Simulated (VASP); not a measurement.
# Cd3HgSe4 (P-4m2) in VASP: a series of runs

The runs below take Cd3HgSe4 through single point, relaxation of cell and atoms, with PBE.

Program: VASP 6.6.1. These are calculated values, not measurements. Logs are shortened: lines on timing, memory, paths and dates and some standing lists are left out, and cuts for length are marked.

## (1) The cell of the first run

It takes space group P-4m2 (No. 115, tetragonal). Conventional cell: a = 4.217 Å, b = 4.217 Å, c = 11.927 Å, α = 90.00°, β = 90.00°, γ = 90.00°. Cd (site symmetry -4m2) has 4 Se at 2.58 Å within 3.4 Å. Cd (site symmetry 2mm) has 4 Se at 2.58 Å within 3.4 Å. Within 3.4 Å of Hg (site symmetry -4m2) lie 4 Se at 2.58 Å. Se (site symmetry 2mm) has 4 Cd at 2.58 Å within 3.4 Å. Within 3.4 Å of Se (site symmetry 2mm) lie 2 Cd at 2.58 Å and 2 Hg at 2.58 Å.

## (2) Single point, PBE

INCAR

```
PREC = Accurate
ENCUT = 520
EDIFF = 1E-6
ISMEAR = 0
SIGMA = 0.1
LREAL = False
LASPH = True
NELM = 60
ALGO = Normal
ISIF = 2
LWAVE = False
LCHARG = False
GGA = PE
NBANDS = 46
```

KPOINTS

```
regular mesh
0
Gamma
  4 4 2
```

POSCAR

```
Cd3HgSe4
1.0
    4.2166723600      0.0000000000      0.0000000000
    0.0000000000      4.2166723600      0.0000000000
    0.0000000000      0.0000000000     11.9265504700
Cd Hg Se
3 1 4
Direct
    0.0000000000      0.0000000000      0.0000000000
    0.5000000000      0.5000000000      0.2500000000
    0.5000000000      0.5000000000      0.7500000000
    0.0000000000      0.0000000000      0.5000000000
    0.5000000000      0.0000000000      0.1250000000
    0.0000000000      0.5000000000      0.3750000000
    0.5000000000      0.0000000000      0.6250000000
    0.0000000000      0.5000000000      0.8750000000
```

Potentials or basis: VASP PAW PBE potentials, release 64 (Cd, Hg, Se).

Launch:

```sh
> cat potpaw_PBE.64/Cd/POTCAR potpaw_PBE.64/Hg/POTCAR potpaw_PBE.64/Se/POTCAR > POTCAR
> mpirun -np 1 vasp_std > vasp.out
```

OUTCAR:

```text
PREC = Accurate
   ENCUT = 520
   EDIFF = 1E-6
   ISMEAR = 0
   LREAL = False
   LASPH = True
   NELM = 60
   ISIF = 2
   GGA = PE

 ion  position               nearest neighbor table
   1  0.000  0.000  0.000-   5 2.58   8 2.58   8 2.58   5 2.58
   2  0.500  0.500  0.250-   5 2.58   6 2.58   5 2.58   6 2.58
   3  0.500  0.500  0.750-   7 2.58   8 2.58   7 2.58   8 2.58
   4  0.000  0.000  0.500-   6 2.58   7 2.58   6 2.58   7 2.58
   5  0.500  0.000  0.125-   1 2.58   2 2.58   2 2.58   1 2.58
   6  0.000  0.500  0.375-   2 2.58   4 2.58   4 2.58   2 2.58
   7  0.500  0.000  0.625-   3 2.58   4 2.58   3 2.58   4 2.58
   8  0.000  0.500  0.875-   1 2.58   3 2.58   1 2.58   3 2.58

  LATTYP: Found a simple tetragonal cell.
 ALAT       =     4.2166723600
 C/A-ratio  =     2.8284271226

  Lattice vectors:

 A1 = (   4.2166723600,   0.0000000000,   0.0000000000)
 A2 = (   0.0000000000,   4.2166723600,   0.0000000000)
 A3 = (   0.0000000000,   0.0000000000,  11.9265504700)

Analysis of symmetry for initial positions (statically):
=====================================================================
 Subroutine PRICEL returns:
 Original cell was already a primitive cell.

 Routine SETGRP: Setting up the symmetry group for a
 simple tetragonal supercell.

 Subroutine GETGRP returns: Found  8 space group operations
 (whereof  8 operations were pure point group operations)
 out of a pool of 16 trial point group operations.

The static configuration has the point symmetry D_2d.

Analysis of symmetry for dynamics (positions and initial velocities):
=====================================================================
 Subroutine PRICEL returns:
 Original cell was already a primitive cell.

 Routine SETGRP: Setting up the symmetry group for a
 simple tetragonal supercell.

 Subroutine GETGRP returns: Found  8 space group operations
 (whereof  8 operations were pure point group operations)
 out of a pool of 16 trial point group operations.

The dynamic configuration has the point symmetry D_2d.

 Subroutine INISYM returns: Found  8 space group operations
 (whereof  8 operations are pure point group operations),
 and found     1 'primitive' translations

----------------------------------------------------------------------------------------

                                     Primitive cell

  volume of cell :     212.0580

  direct lattice vectors                    reciprocal lattice vectors
     4.216672360  0.000000000  0.000000000     0.237153830  0.000000000  0.000000000
     0.000000000  4.216672360  0.000000000     0.000000000  0.237153830  0.000000000
     0.000000000  0.000000000 11.926550470     0.000000000  0.000000000  0.083846541

  length of vectors
     4.216672360  4.216672360 11.926550470     0.237153830  0.237153830  0.083846541

  position of ions in fractional coordinates (direct lattice)
     0.000000000  0.000000000  0.000000000
     0.500000000  0.500000000  0.250000000
     0.500000000  0.500000000  0.750000000
     0.000000000  0.000000000  0.500000000
     0.500000000  0.000000000  0.125000000
     0.000000000  0.500000000  0.375000000
     0.500000000  0.000000000  0.625000000
     0.000000000  0.500000000  0.875000000

  ion indices of the primitive-cell ions
   primitive index   ion index
                 1           1
                 2           2
                 3           3
                 4           4
                 5           5
                 6           6
                 7           7
                 8           8

----------------------------------------------------------------------------------------

 KPOINTS: regular mesh

Automatic generation of k-mesh.
 Grid dimensions read from file:
 generate k-points for:    4    4    2

 Generating k-lattice:

  Cartesian coordinates                     Fractional coordinates (reciprocal lattice)
     0.059288457  0.000000000  0.000000000     0.250000000  0.000000000  0.000000000
     0.000000000  0.059288457  0.000000000     0.000000000  0.250000000  0.000000000
     0.000000000  0.000000000  0.041923270     0.000000000  0.000000000  0.500000000

  Length of vectors
     0.059288457  0.059288457  0.041923270

  Shift w.r.t. Gamma in fractional coordinates (k-lattice)
     0.000000000  0.000000000  0.000000000

 Subroutine IBZKPT returns following result:
 ===========================================

 Found     12 irreducible k-points:

 Following reciprocal coordinates:
            Coordinates               Weight
  0.000000  0.000000  0.000000      1.000000
  0.250000  0.000000  0.000000      4.000000
  0.500000  0.000000  0.000000      2.000000
  0.250000  0.250000  0.000000      4.000000
  0.500000  0.250000  0.000000      4.000000
  0.500000  0.500000  0.000000      1.000000
  0.000000  0.000000  0.500000      1.000000
  0.250000  0.000000  0.500000      4.000000
  0.500000  0.000000  0.500000      2.000000
  0.250000  0.250000  0.500000      4.000000
  0.500000  0.250000  0.500000      4.000000
  0.500000  0.500000  0.500000      1.000000
   k-points           NKPTS =     12   k-points in BZ     NKDIM =     12   number of bands    NBANDS=     46
   number of dos      NEDOS =    301   number of ions     NIONS =      8
   total plane-waves  NPLWV =  92160
   dimension x,y,z NGX =    32 NGY =   32 NGZ =   90
   dimension x,y,z NGXF=    64 NGYF=   64 NGZF=  180
   ions per type =               3   1   4
   NGX,Y,Z   is equivalent  to a cutoff of  12.62, 12.62, 12.55 a.u.
   NGXF,Y,Z  is equivalent  to a cutoff of  25.23, 25.23, 25.09 a.u.
 SYSTEM =  unknown system
   PREC   = accura    normal or accurate (medium, high low for compatibility)
   ISTART =      0    job   : 0-new  1-cont  2-samecut
   ICHARG =      2    charge: 1-file 2-atom 10-const
   ISPIN  =      1    spin polarized calculation?
   LNONCOLLINEAR =      F non collinear calculations
   LSORBIT =      F    spin-orbit coupling
   LASPH  =      T    aspherical Exc in radial PAW
   ENCUT  =  520.0 eV  38.22 Ry    6.18 a.u.   7.84  7.84 22.18*2*pi/ulx,y,z
   NELM   =     60;   NELMIN=  2; NELMDL= -5     # of ELM steps
   EDIFF  = 0.1E-05   stopping-criterion for ELM
   LREAL  =      F    real-space projection
   EDIFFG = 0.1E-04   stopping-criterion for IOM
   NSW    =      0    number of steps for IOM
[... 5 lines left out ...]
   TEBEG  =    0.0;   TEEND  =   0.0 temperature during run
   PSTRESS=    0.0 pullay stress
   NELECT =      72.0000    total number of electrons
   NUPDOWN=      -1.0000    fix difference up-down
   EMIN   =  10.00;   EMAX   =-10.00  energy-range for DOS
   EFERMI =   0.00;   METHOD = LEGACY
   ISMEAR =     0;   SIGMA  =   0.10  broadening in eV -4-tet -1-fermi 0-gaus
   EFERMI_NEDOS =   21; number of points for ismear=-14 and -15
   IALGO  =     38    algorithm
   IMIX   =      4    mixing-type and parameters
     AMIX     =   0.40;   BMIX     =  1.00
     AMIX_MAG =   1.60;   BMIX_MAG =  1.00
  volume/ion in A,a.u.               =      26.51       178.88
  Fermi-wavevector in a.u.,A,eV,Ry     =   1.142091  2.158240 17.747065  1.304372
  Thomas-Fermi vector in A             =   2.278790
   LORBIT       =      0    0 simple, 1 ext, 2 COOP (PROOUT), +10 PAW based schemes
   GGA     = PE    functional components
   LHFCALC =     F    Hartree Fock is set to
   AEXX    =    0.0000 exact exchange contribution
   IVDW    =     0    specifies the selected vdW correction
   LEPSILON=     F    determine dielectric tensor
   LRPA    =     F    only Hartree local field effects (RPA)
 non-spin polarized calculation
 Gauss-broadening in eV      SIGMA  =   0.10
  energy-cutoff  :      520.00
  volume of cell :      212.06
 maximum number of plane-waves:      5772
 NGX is ok and might be reduce to    32
   NGX = 15   NGY = 15   NGZ = 45

 number of electron      72.0000035 magnetization

 Free energy of the ion-electron system (eV)
  ---------------------------------------------------
  ext. energy  EPLUGINS =         0.00000000
  ---------------------------------------------------
  free energy    TOTEN  =       -19.85775388 eV

  energy without entropy =      -19.85707326  energy(sigma->0) =      -19.85741357

 E-fermi :   1.8645     XC(G=0):  -9.1967

 val. band max:        1.7079883268   @ k =   0.0000   0.0000   0.0000
 cond. band min:       1.9957744987   @ k =   0.0000   0.0000   0.0000
 fundamental gap:      0.2877861719
 Fermi energy:         1.8644844834

 k-point     1 :       0.0000    0.0000    0.0000
  band No.  band energies     occupation
      1     -11.5462      2.00000
      2     -11.2113      2.00000
      3     -11.1948      2.00000
      4     -10.9001      2.00000
      5      -6.6037      2.00000
      6      -6.6037      2.00000
[... 38 lines left out ...]
     45       7.4621      0.00000
     46       7.4666      0.00000

 k-point     2 :       0.2500    0.0000    0.0000
  band No.  band energies     occupation
      1     -11.3846      2.00000
      2     -11.1306      2.00000
      3     -11.1205      2.00000
      4     -10.9100      2.00000
      5      -6.5721      2.00000
      6      -6.5530      2.00000
[... 38 lines left out ...]
     45       7.8497      0.00000
     46       8.1221      0.00000

 k-point     3 :       0.5000    0.0000    0.0000
  band No.  band energies     occupation
      1     -11.1460      2.00000
      2     -11.0897      2.00000
      3     -10.9975      2.00000
      4     -10.9974      2.00000
      5      -6.5179      2.00000
      6      -6.5166      2.00000
[... 38 lines left out ...]
     45       8.0277      0.00000
     46       8.0515      0.00000

 k-point     4 :       0.2500    0.2500    0.0000
  band No.  band energies     occupation
      1     -11.2462      2.00000
      2     -11.0602      2.00000
      3     -11.0425      2.00000
      4     -10.8946      2.00000
      5      -6.4995      2.00000
      6      -6.4933      2.00000
[... 38 lines left out ...]
     45       7.9512      0.00000
     46       8.0642      0.00000

 k-point     5 :       0.5000    0.2500    0.0000
  band No.  band energies     occupation
      1     -11.0518      2.00000
      2     -11.0227      2.00000
      3     -10.9299      2.00000
      4     -10.9299      2.00000
      5      -6.4703      2.00000
      6      -6.4697      2.00000
[... 38 lines left out ...]
     45       8.4303      0.00000
     46       8.5616      0.00000

 k-point     6 :       0.5000    0.5000    0.0000
  band No.  band energies     occupation
      1     -10.9550      2.00000
      2     -10.9550      2.00000
      3     -10.8615      2.00000
      4     -10.8615      2.00000
      5      -6.4307      2.00000
      6      -6.4135      2.00000
[... 38 lines left out ...]
     45       8.1478      0.00000
     46       8.1478      0.00000

 k-point     7 :       0.0000    0.0000    0.5000
  band No.  band energies     occupation
      1     -11.5120      2.00000
      2     -11.3576      2.00000
      3     -11.0188      2.00000
      4     -10.9639      2.00000
      5      -6.6038      2.00000
      6      -6.6004      2.00000
[... 38 lines left out ...]
     45       8.0047      0.00000
     46       8.0058      0.00000

 k-point     8 :       0.2500    0.0000    0.5000
  band No.  band energies     occupation
      1     -11.3635      2.00000
      2     -11.2297      2.00000
      3     -11.0060      2.00000
      4     -10.9464      2.00000
      5      -6.5722      2.00000
      6      -6.5531      2.00000
[... 38 lines left out ...]
     45       8.0255      0.00000
     46       8.0400      0.00000

 k-point     9 :       0.5000    0.0000    0.5000
  band No.  band energies     occupation
      1     -11.1459      2.00000
      2     -11.0897      2.00000
      3     -10.9976      2.00000
      4     -10.9974      2.00000
      5      -6.5195      2.00000
      6      -6.5163      2.00000
[... 38 lines left out ...]
     45       8.2738      0.00000
     46       8.2774      0.00000

 k-point    10 :       0.2500    0.2500    0.5000
  band No.  band energies     occupation
      1     -11.2337      2.00000
      2     -11.1211      2.00000
      3     -10.9738      2.00000
      4     -10.9149      2.00000
      5      -6.5008      2.00000
      6      -6.4972      2.00000
[... 38 lines left out ...]
     45       7.9621      0.00000
     46       8.0253      0.00000

 k-point    11 :       0.5000    0.2500    0.5000
  band No.  band energies     occupation
      1     -11.0518      2.00000
      2     -11.0227      2.00000
      3     -10.9299      2.00000
      4     -10.9299      2.00000
      5      -6.4694      2.00000
      6      -6.4692      2.00000
[... 38 lines left out ...]
     45       8.7196      0.00000
     46       8.7598      0.00000

 k-point    12 :       0.5000    0.5000    0.5000
  band No.  band energies     occupation
      1     -10.9550      2.00000
      2     -10.9550      2.00000
      3     -10.8615      2.00000
      4     -10.8615      2.00000
      5      -6.4307      2.00000
      6      -6.4167      2.00000
[... 38 lines left out ...]
     45       9.9427      0.00000
     46      10.1188      0.00000

------------------------ aborting loop because EDIFF is reached ----------------------------------------

  FORCE on cell =-STRESS in cart. coord.  units (eV):
  Direction    XX          YY          ZZ          XY          YZ          ZX
  --------------------------------------------------------------------------------------
  -------------------------------------------------------------------------------------
  Total       10.4227892     10.4227892     10.0309032      0.0000000      0.0000000      0.0000000
  in kB       78.7480796     78.7480796     75.7872341      0.0000000      0.0000000      0.0000000
  external PRESSURE =      77.7611311 kB  Pullay stress =       0.0000000 kB

 VOLUME and BASIS-vectors are now :
 -----------------------------------------------------------------------------
  energy-cutoff  :      520.00
  volume of cell :      212.06
      direct lattice vectors                 reciprocal lattice vectors
     4.216672360  0.000000000  0.000000000     0.237153830  0.000000000  0.000000000
     0.000000000  4.216672360  0.000000000     0.000000000  0.237153830  0.000000000
     0.000000000  0.000000000 11.926550470     0.000000000  0.000000000  0.083846541

 POSITION                                       TOTAL-FORCE (eV/Angst)
 -----------------------------------------------------------------------------------
      0.00000      0.00000      0.00000         0.000000     -0.000000     -0.000000
      2.10834      2.10834      2.98164         0.000000      0.000000      0.003145
      2.10834      2.10834      8.94491        -0.000000     -0.000000     -0.003145
      0.00000      0.00000      5.96328         0.000000     -0.000000     -0.000000
      2.10834      0.00000      1.49082         0.000000     -0.000000      0.002085
      0.00000      2.10834      4.47246         0.000000     -0.000000     -0.245707
      2.10834      0.00000      7.45409         0.000000     -0.000000      0.245707
      0.00000      2.10834     10.43573         0.000000     -0.000000     -0.002085
 -----------------------------------------------------------------------------------
    total drift:                                0.000000      0.000000     -0.000000

  FREE ENERGIE OF THE ION-ELECTRON SYSTEM (eV)
  ---------------------------------------------------
  free  energy   TOTEN  =       -19.8577538801 eV

  energy  without entropy=      -19.8570732587  energy(sigma->0) =      -19.85741357
```

Run time: 3 min. Hardware: 1 thread of Intel Xeon 8259CL, shared host; peak memory 0.35 GiB.

Results:

```
Free energy            : -19.8578 eV
Pressure               : 7.8 GPa
Largest force          : 0.246 eV/Å
Band gap on the k mesh : 0.29 eV
```

Forces in eV/Å, atoms in the order of the input:
```
Cd   0.000  0.000  0.000
Cd   0.000  0.000  0.003
Cd   0.000  0.000 -0.003
Hg   0.000  0.000  0.000
Se   0.000  0.000  0.002
Se   0.000  0.000 -0.246
Se   0.000  0.000  0.246
Se   0.000  0.000 -0.002
```

Levels at points of the mesh, in eV from the valence-band top:
```
           k point  band 34  band 35  band 36  band 37  band 38  band 39
(0.00, 0.00, 0.00)    -0.03     0.00     0.00     0.29     2.94     3.03
(0.50, 0.00, 0.00)    -0.98    -0.88    -0.73     1.80     2.30     3.48
(0.50, 0.50, 0.00)    -2.23    -2.23    -2.18     2.93     2.93     3.19
(0.00, 0.00, 0.50)    -0.57    -0.28    -0.28     1.62     1.96     3.07
(0.50, 0.00, 0.50)    -1.03    -0.98    -0.73     2.28     2.99     3.00
(0.50, 0.50, 0.50)    -2.44    -2.34    -2.31     3.53     3.61     3.61
```

Caveat: the cell stands under pressure; spin-orbit coupling is left out, which moves the levels of the heavy elements.

(Part 1 of 2 ends here.)
